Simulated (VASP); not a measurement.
# BaFe2 (Fm-3m) in VASP: single point with PBE

Aim: the single point of BaFe2 with PBE.

All numbers are computed with VASP 6.6.1; they aren't measurements. Logs are shortened: lines on timing, memory, paths and dates and some standing lists are left out, and cuts for length are marked.

## (1) The cell of the first run

The structure is cubic, space group Fm-3m (No. 225). The conventional cell has a = 6.063 Å, b = 6.063 Å, c = 6.063 Å, α = 90.00°, β = 90.00°, γ = 90.00°. Ba (site symmetry m-3m) has 8 Fe at 2.63 Å within 3.5 Å. Fe (site symmetry -43m) has 4 Ba at 2.63 Å and 6 Fe at 3.03 Å within 3.5 Å.

The cell was built from a structure type or drawn by symmetry, and may not be a known phase.

## (2) Single point, PBE, collinear spin, ferromagnetic start

File INCAR:

```
PREC = Accurate
ENCUT = 600
EDIFF = 1E-6
ISMEAR = 0
SIGMA = 0.1
LREAL = F
LASPH = T
NELM = 200
ALGO = Normal
ISIF = 2
LWAVE = F
LCHARG = F
ISPIN = 2
MAGMOM = 0 4 4
LORBIT = 11
LMAXMIX = 4
GGA = PE
NBANDS = 32
GGA_COMPAT = F
```

File KPOINTS:

```
Automatic mesh
0
Gamma
  6 6 6
```

File POSCAR:

```
BaFe2
1.0
    0.0000000000      3.0315450500      3.0315450500
    3.0315450500      0.0000000000      3.0315450500
    3.0315450500      3.0315450500      0.0000000000
Ba Fe
1 2
Direct
    0.0000000000      0.0000000000      0.0000000000
    0.2500000000      0.2500000000      0.2500000000
    0.7500000000      0.7500000000      0.7500000000
```

Potentials or basis: VASP PAW PBE potentials, release 64 (Ba_sv, Fe_sv).

Command:

```
$ cat potpaw_PBE.64/Ba_sv/POTCAR potpaw_PBE.64/Fe_sv/POTCAR > POTCAR
$ mpirun -np 1 vasp_std > vasp.out
```

OUTCAR:

```text
PREC = Accurate
   ENCUT = 600
   EDIFF = 1E-6
   ISMEAR = 0
   LREAL = F
   LASPH = T
   NELM = 200
   ISIF = 2
   ISPIN = 2
   LORBIT = 11
   GGA = PE

 ion  position               nearest neighbor table
   1  0.000  0.000  0.000-   3 2.63   3 2.63   3 2.63   2 2.63   3 2.63   2 2.63   2 2.63   2 2.63

   2  0.250  0.250  0.250-   1 2.63   1 2.63   1 2.63   1 2.63
   3  0.750  0.750  0.750-   1 2.63   1 2.63   1 2.63   1 2.63

  LATTYP: Found a face centered cubic cell.
 ALAT       =     6.0630901000

  Lattice vectors:

 A1 = (   0.0000000000,   3.0315450500,   3.0315450500)
 A2 = (   3.0315450500,   0.0000000000,   3.0315450500)
 A3 = (   3.0315450500,   3.0315450500,   0.0000000000)

Analysis of symmetry for initial positions (statically):
=====================================================================
 Subroutine PRICEL returns:
 Original cell was already a primitive cell.

 Routine SETGRP: Setting up the symmetry group for a
 face centered cubic supercell.

 Subroutine GETGRP returns: Found 48 space group operations
 (whereof 48 operations were pure point group operations)
 out of a pool of 48 trial point group operations.

The static configuration has the point symmetry O_h .

Analysis of symmetry for dynamics (positions and initial velocities):
=====================================================================
 Subroutine PRICEL returns:
 Original cell was already a primitive cell.

 Routine SETGRP: Setting up the symmetry group for a
 face centered cubic supercell.

 Subroutine GETGRP returns: Found 48 space group operations
 (whereof 48 operations were pure point group operations)
 out of a pool of 48 trial point group operations.

The dynamic configuration has the point symmetry O_h .

Analysis of structural, dynamic, and magnetic symmetry:
=====================================================================
 Subroutine PRICEL returns:
 Original cell was already a primitive cell.

 Routine SETGRP: Setting up the symmetry group for a
 face centered cubic supercell.

 Subroutine GETGRP returns: Found 48 space group operations
 (whereof 48 operations were pure point group operations)
 out of a pool of 48 trial point group operations.

The overall configuration has the point symmetry O_h .

 Subroutine INISYM returns: Found 48 space group operations
 (whereof 48 operations are pure point group operations),
 and found     1 'primitive' translations

----------------------------------------------------------------------------------------

                                     Primitive cell

  volume of cell :      55.7214

  direct lattice vectors                    reciprocal lattice vectors
     0.000000000  3.031545050  3.031545050    -0.164932400  0.164932400  0.164932400
     3.031545050  0.000000000  3.031545050     0.164932400 -0.164932400  0.164932400
     3.031545050  3.031545050  0.000000000     0.164932400  0.164932400 -0.164932400

  length of vectors
     4.287252125  4.287252125  4.287252125     0.285671296  0.285671296  0.285671296

  position of ions in fractional coordinates (direct lattice)
     0.000000000  0.000000000  0.000000000
     0.250000000  0.250000000  0.250000000
     0.750000000  0.750000000  0.750000000

  ion indices of the primitive-cell ions
   primitive index   ion index
                 1           1
                 2           2
                 3           3

----------------------------------------------------------------------------------------

 KPOINTS: Automatic mesh

Automatic generation of k-mesh.
 Grid dimensions read from file:
 generate k-points for:    6    6    6

 Generating k-lattice:

  Cartesian coordinates                     Fractional coordinates (reciprocal lattice)
    -0.027488733  0.027488733  0.027488733     0.166666667  0.000000000  0.000000000
     0.027488733 -0.027488733  0.027488733     0.000000000  0.166666667  0.000000000
     0.027488733  0.027488733 -0.027488733     0.000000000  0.000000000  0.166666667

  Length of vectors
     0.047611883  0.047611883  0.047611883

  Shift w.r.t. Gamma in fractional coordinates (k-lattice)
     0.000000000  0.000000000  0.000000000

 Subroutine IBZKPT returns following result:
 ===========================================

 Found     16 irreducible k-points:

 Following reciprocal coordinates:
            Coordinates               Weight
  0.000000  0.000000  0.000000      1.000000
  0.166667  0.000000  0.000000      8.000000
  0.333333  0.000000  0.000000      8.000000
  0.500000  0.000000  0.000000      4.000000
  0.166667  0.166667  0.000000      6.000000
  0.333333  0.166667  0.000000     24.000000
[... 8 lines left out ...]
 -0.333333  0.333333  0.166667     24.000000
 -0.333333  0.500000  0.166667     12.000000
   k-points           NKPTS =     16   k-points in BZ     NKDIM =     16   number of bands    NBANDS=     32
   number of dos      NEDOS =    301   number of ions     NIONS =      3
   total plane-waves  NPLWV =  46656
   dimension x,y,z NGX =    36 NGY =   36 NGZ =   36
   dimension x,y,z NGXF=    72 NGYF=   72 NGZF=   72
   ions per type =               1   2
   NGX,Y,Z   is equivalent  to a cutoff of  13.96, 13.96, 13.96 a.u.
   NGXF,Y,Z  is equivalent  to a cutoff of  27.92, 27.92, 27.92 a.u.
 SYSTEM =  unknown system
   PREC   = accura    normal or accurate (medium, high low for compatibility)
   ISTART =      0    job   : 0-new  1-cont  2-samecut
   ICHARG =      2    charge: 1-file 2-atom 10-const
   ISPIN  =      2    spin polarized calculation?
   LNONCOLLINEAR =      F non collinear calculations
   LSORBIT =      F    spin-orbit coupling
   LASPH  =      T    aspherical Exc in radial PAW
   ENCUT  =  600.0 eV  44.10 Ry    6.64 a.u.   8.56  8.56  8.56*2*pi/ulx,y,z
   NELM   =    200;   NELMIN=  2; NELMDL= -5     # of ELM steps
   EDIFF  = 0.1E-05   stopping-criterion for ELM
   LREAL  =      F    real-space projection
   EDIFFG = 0.1E-04   stopping-criterion for IOM
   NSW    =      0    number of steps for IOM
   IBRION =     -1    ionic relax: 0-MD 1-quasi-New 2-CG
   NFREE  =      0    steps in history (QN), initial steepest desc. (CG)
   ISIF   =      2    stress and relaxation
   ISYM   =      2    0-nonsym 1-usesym 2-fastsym
   POTIM  = 0.5000    time-step for ionic-motion
   TEBEG  =    0.0;   TEEND  =   0.0 temperature during run
   PSTRESS=    0.0 pullay stress
   NELECT =      42.0000    total number of electrons
   NUPDOWN=      -1.0000    fix difference up-down
   EMIN   =  10.00;   EMAX   =-10.00  energy-range for DOS
   EFERMI =   0.00;   METHOD = LEGACY
   ISMEAR =     0;   SIGMA  =   0.10  broadening in eV -4-tet -1-fermi 0-gaus
   EFERMI_NEDOS =   21; number of points for ismear=-14 and -15
   IALGO  =     38    algorithm
   IMIX   =      4    mixing-type and parameters
     AMIX     =   0.40;   BMIX     =  1.00
     AMIX_MAG =   1.60;   BMIX_MAG =  1.00
  volume/ion in A,a.u.               =      18.57       125.34
  Fermi-wavevector in a.u.,A,eV,Ry     =   1.489878  2.815460 30.201329  2.219735
  Thomas-Fermi vector in A             =   2.602730
   LORBIT       =     11    0 simple, 1 ext, 2 COOP (PROOUT), +10 PAW based schemes
   GGA     = PE    functional components
   LHFCALC =     F    Hartree Fock is set to
   AEXX    =    0.0000 exact exchange contribution
   IVDW    =     0    specifies the selected vdW correction
   LEPSILON=     F    determine dielectric tensor
   LRPA    =     F    only Hartree local field effects (RPA)
 spin polarized calculation
 Gauss-broadening in eV      SIGMA  =   0.10
  energy-cutoff  :      600.00
  volume of cell :       55.72
 maximum number of plane-waves:      1874
 NGX is ok and might be reduce to    36
   NGX = 17   NGY = 17   NGZ = 17

 number of electron      42.0000032 magnetization       3.7968492

 Free energy of the ion-electron system (eV)
  ---------------------------------------------------
  ext. energy  EPLUGINS =         0.00000000
  ---------------------------------------------------
  free energy    TOTEN  =       -12.24972187 eV

  energy without entropy =      -12.22517321  energy(sigma->0) =      -12.23744754

 E-fermi :   7.0376     XC(G=0): -11.3414

 val. band max:        7.0263006302   @ k =   0.3333   0.0000   0.0000
 cond. band min:       7.0574503482   @ k =   0.5000   0.0000   0.0000
 fundamental gap:      0.0311497180
 Fermi energy:         7.0375961561

 spin component 1

 k-point     1 :       0.0000    0.0000    0.0000
  band No.  band energies     occupation
      1     -80.7554      1.00000
      2     -80.7489      1.00000
      3     -46.8729      1.00000
      4     -46.8729      1.00000
      5     -46.8729      1.00000
      6     -46.8475      1.00000
[... 24 lines left out ...]
     31      15.3171      0.00000
     32      15.3171      0.00000

 k-point     2 :       0.1667    0.0000    0.0000
  band No.  band energies     occupation
      1     -80.7550      1.00000
      2     -80.7493      1.00000
      3     -46.8721      1.00000
      4     -46.8719      1.00000
      5     -46.8719      1.00000
      6     -46.8500      1.00000
[... 24 lines left out ...]
     31      16.6972      0.00000
     32      16.6972      0.00000
[... 453 lines left out ...]
     31      16.4250      0.00000
     32      17.3070      0.00000

 k-point    16 :      -0.3333    0.5000    0.1667
  band No.  band energies     occupation
      1     -80.7525      1.00000
      2     -80.7515      1.00000
      3     -46.8811      1.00000
      4     -46.8779      1.00000
      5     -46.8691      1.00000
      6     -46.8527      1.00000
[... 24 lines left out ...]
     31      16.4996      0.00000
     32      18.6038      0.00000
 Fermi energy:         7.0375961561

 spin component 2

 k-point     1 :       0.0000    0.0000    0.0000
  band No.  band energies     occupation
      1     -78.4355      1.00000
      2     -78.4282      1.00000
      3     -44.6115      1.00000
      4     -44.6115      1.00000
      5     -44.6115      1.00000
      6     -44.5826      1.00000
[... 24 lines left out ...]
     31      15.5194      0.00000
     32      15.5194      0.00000

 k-point     2 :       0.1667    0.0000    0.0000
  band No.  band energies     occupation
      1     -78.4350      1.00000
      2     -78.4287      1.00000
      3     -44.6105      1.00000
      4     -44.6103      1.00000
      5     -44.6103      1.00000
      6     -44.5854      1.00000
[... 24 lines left out ...]
     31      16.8203      0.00000
     32      16.8203      0.00000
[... 453 lines left out ...]
     31      16.3994      0.00000
     32      17.5500      0.00000

 k-point    16 :      -0.3333    0.5000    0.1667
  band No.  band energies     occupation
      1     -78.4323      1.00000
      2     -78.4311      1.00000
      3     -44.6213      1.00000
      4     -44.6174      1.00000
      5     -44.6072      1.00000
      6     -44.5885      1.00000
[... 24 lines left out ...]
     31      16.4062      0.00000
     32      18.5545      0.00000

------------------------ aborting loop because EDIFF is reached ----------------------------------------

  FORCE on cell =-STRESS in cart. coord.  units (eV):
  Direction    XX          YY          ZZ          XY          YZ          ZX
  --------------------------------------------------------------------------------------
  -------------------------------------------------------------------------------------
  Total        4.1087234      4.1087234      4.1087234      0.0000000      0.0000000     -0.0000000
  in kB      118.1395772    118.1395772    118.1395772      0.0000000      0.0000000     -0.0000000
  external PRESSURE =     118.1395772 kB  Pullay stress =       0.0000000 kB

 VOLUME and BASIS-vectors are now :
 -----------------------------------------------------------------------------
  energy-cutoff  :      600.00
  volume of cell :       55.72
      direct lattice vectors                 reciprocal lattice vectors
     0.000000000  3.031545050  3.031545050    -0.164932400  0.164932400  0.164932400
     3.031545050  0.000000000  3.031545050     0.164932400 -0.164932400  0.164932400
     3.031545050  3.031545050  0.000000000     0.164932400  0.164932400 -0.164932400

 POSITION                                       TOTAL-FORCE (eV/Angst)
 -----------------------------------------------------------------------------------
      0.00000      0.00000      0.00000        -0.000000      0.000000      0.000000
      1.51577      1.51577      1.51577        -0.000000     -0.000000     -0.000000
      4.54732      4.54732      4.54732         0.000000      0.000000      0.000000
 -----------------------------------------------------------------------------------
    total drift:                                0.000000      0.000000      0.000000

  FREE ENERGIE OF THE ION-ELECTRON SYSTEM (eV)
  ---------------------------------------------------
  free  energy   TOTEN  =       -12.2497218695 eV

  energy  without entropy=      -12.2251732059  energy(sigma->0) =      -12.23744754

 total charge

# of ion       s       p       d       tot
------------------------------------------
    1        2.120   5.331   1.359   8.810
    2        2.161   5.974   5.751  13.885
    3        2.161   5.974   5.751  13.885
--------------------------------------------------
tot          6.442  17.278  12.860  36.581

 magnetization (x)

# of ion       s       p       d       tot
------------------------------------------
    1        0.022   0.041  -0.293  -0.231
    2       -0.000  -0.002   1.993   1.991
    3       -0.000  -0.002   1.993   1.991
--------------------------------------------------
tot          0.021   0.038   3.692   3.751
```

Wall time 74 s (1 thread of AMD EPYC 7R43 (Zen 3), shared host); peak memory 0.23 GiB.

Results:

| Quantity | Value |
| --- | --- |
| Free energy | -12.2497 eV |
| Pressure | 11.8 GPa |
| Net moment | 3.80 μB per cell |
| Site moments | Ba -0.23; Fe +1.99 μB |
| Valence electrons inside the program's atomic spheres | Ba 8.81; Fe 13.88 |

Caveat: the cell stands under pressure; spin-orbit coupling is left out, which moves the levels of the heavy elements.
